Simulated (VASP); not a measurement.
Here is a VASP 6.6.1 calculation.

The input INCAR:

```
SYSTEM = K
ALGO     = Fast           ! electronic algorithm
EDIFF    = 1E-7           ! SCF threshold, eV
ENCUT    = 520            ! plane-wave cutoff, eV
GGA      = PS             ! functional
ISIF     = 2              ! what is computed and relaxed
ISMEAR   = 0              ! smearing method
LASPH    = .True.         ! aspherical terms in the spheres
LCHARG   = .False.        ! write CHGCAR
LREAL    = .False.        ! projectors in reciprocal space
LWAVE    = .False.        ! write WAVECAR
NBANDS   = 16             ! bands
NELM     = 80             ! most SCF steps
PREC     = Accurate       ! precision mode
SIGMA    = 0.1            ! smearing width, eV
```

File KPOINTS:

```
k-points
0
Gamma
  10 10 6
  0 0 0
```

POSCAR

```
K
1.0
    2.5218282548     -4.2241267417      0.0000000000
    2.5218282548      4.2241267417      0.0000000000
    0.0000000000      0.0000000000      7.8821823101
K
2
Direct
    0.8132012396      0.1867987604      0.2500000000
    0.1867987604      0.8132012396      0.7500000000
```

Potentials or basis: VASP PAW PBE potentials, release 64 (K_sv).

Command:

```bash
$ cat potpaw_PBE.64/K_sv/POTCAR > POTCAR
$ mpirun -np 1 vasp_std > vasp.out
```

(1) What does it give for the largest force?

(2) Estimate the band gap on the k mesh.

Results:

(1) 0.010 eV/Å.

(2) zero (bands 9 and 10 overlap by 2.21 eV).

Caveat: the cell differs from its parent crystal (strained); the PAW data sets were made with another functional, which shifts forces and pressure a little.
